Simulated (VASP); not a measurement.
## Cu12Cl: single point with PBE

The system is Cu12Cl, a slab with vacuum.

```xyz
13
Lattice="5.1320 0.0000 0.0000 0.0000 5.1320 0.0000 0.0000 0.0000 19.0279" Properties=species:S:1:pos:R:3 pbc="T T T"
Cu    1.2830    1.2830    4.0000
Cu    1.2830    3.8490    4.0000
Cu    3.8490    1.2830    4.0000
Cu    3.8490    3.8490    4.0000
Cu    0.0000    0.0000    5.7640
Cu    0.0000    2.5660    5.7640
Cu    2.5660    0.0000    5.7640
Cu    2.5660    2.5660    5.7640
Cu    1.2830    1.2830    7.5279
Cu    1.2830    3.8490    7.5279
Cu    3.8490    1.2830    7.5279
Cu    3.8490    3.8490    7.5279
Cl    1.2830    1.7107    9.6491
```

```
Program             : VASP 6.6.1
Task                : single point
Functional          : PBE
Potentials or basis : VASP PAW PBE potentials, release 64 (Cu, Cl)
Cutoff              : 520 eV
k mesh              : 5 × 5 × 1, shifted
Occupations         : gaussian, width 0.1 eV
Spin                : no spin polarisation
```

| Quantity | Value |
| --- | --- |
| Largest force | 0.273 eV/Å |
| Band gap on the k mesh | zero (an odd number of electrons rules out a gap without spin polarisation) |

Forces in eV/Å, atoms in the order of the input:
```
Cu   0.000  0.032 -0.043
Cu   0.000 -0.032 -0.055
Cu   0.000  0.017 -0.055
Cu   0.000 -0.016 -0.069
Cu   0.053  0.003 -0.008
Cu  -0.041 -0.001 -0.092
Cu  -0.053  0.003 -0.008
Cu   0.041 -0.001 -0.092
Cu   0.000 -0.183  0.203
Cu   0.000 -0.088  0.244
Cu   0.000 -0.065  0.105
Cu   0.000  0.074 -0.137
Cl   0.000  0.258  0.005
```

Levels at points of the mesh, in eV from the Fermi level:
| k point | band 67 | band 68 | band 69 | band 70 | band 71 | band 72 |
| --- | --- | --- | --- | --- | --- | --- |
| (0.50, 0.50, 0.00) | -1.41 | -1.28 | -0.60 | -0.37 | -0.34 | 0.14 |

Run time: 18 min on 1 thread of Intel(R) Xeon(R) Platinum 8259CL CPU @ 2.50GHz (Skylake/Cascade Lake) (shared host), peak memory 0.66 GiB.

With open d or f shells a metallic result of PBE can be an artefact of self-interaction; +U or a hybrid may open a gap.
